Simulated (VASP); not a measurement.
## BF: single point with r2SCAN

BF:

```
CELL_PARAMETERS angstrom
-1.62113 1.62113 2.02583
1.62113 -1.62113 2.02583
1.62113 1.62113 -2.02583
ATOMIC_POSITIONS crystal
B 0.99837 0.99566 0.01297
F 0.51132 0.50064 0.98974
```

```
Program             : VASP 6.6.1
Task                : single point
Functional          : r2SCAN
Potentials or basis : VASP PAW PBE potentials, release 64 (B, F)
Cutoff              : 520 eV
k mesh              : 8 × 8 × 8
Occupations         : fermi-dirac, width 0.05 eV
Spin                : no spin polarisation
```

The pressure is 13.4 GPa, the largest force is 0.781 eV/Å and the band gap on the k mesh is 0.31 eV, direct.

Forces in eV/Å, atoms in the order of the input:
```
B    0.051  0.026 -0.779
F   -0.051 -0.026  0.779
```

Stress tensor (GPa, compression positive):
```
11.03 -0.11 -0.45
-0.11 10.97 -0.22
-0.45 -0.22 18.34
```

Levels at points of the mesh, in eV from the valence-band top:
```csv
k point,band 2,band 3,band 4,band 5,band 6,band 7,band 8,band 9
"(0.00, 0.00, 0.00)",-6.53,-5.96,-5.53,-5.52,5.05,5.06,7.18,15.81
"(0.50, 0.00, 0.00)",-9.75,-5.83,-5.82,0.00,0.31,3.25,4.33,14.30
"(0.00, 0.50, 0.00)",-9.76,-5.82,-5.82,-0.01,0.32,3.25,4.33,14.31
"(0.00, 0.50, 0.50)",-9.72,-5.85,-5.81,-0.03,0.32,3.22,4.31,14.30
"(0.50, 0.00, 0.50)",-9.71,-5.85,-5.81,-0.07,0.34,3.21,4.30,14.32
"(0.50, 0.50, 0.00)",-8.38,-7.40,-6.10,-3.56,2.96,4.40,6.39,10.31
"(0.00, 0.00, 0.50)",-8.40,-7.40,-6.09,-3.56,2.97,4.39,6.43,10.26
"(0.50, 0.50, 0.50)",-8.79,-6.87,-6.85,-3.34,4.31,4.37,4.95,8.79
```

It took 56 s on 1 thread of Intel(R) Xeon(R) 6975P-C (Granite Rapids), on a shared host, peak memory 0.18 GiB.

Caveat: the PAW data sets were made with another functional, which shifts forces and pressure a little. A k mesh can miss the band edges.
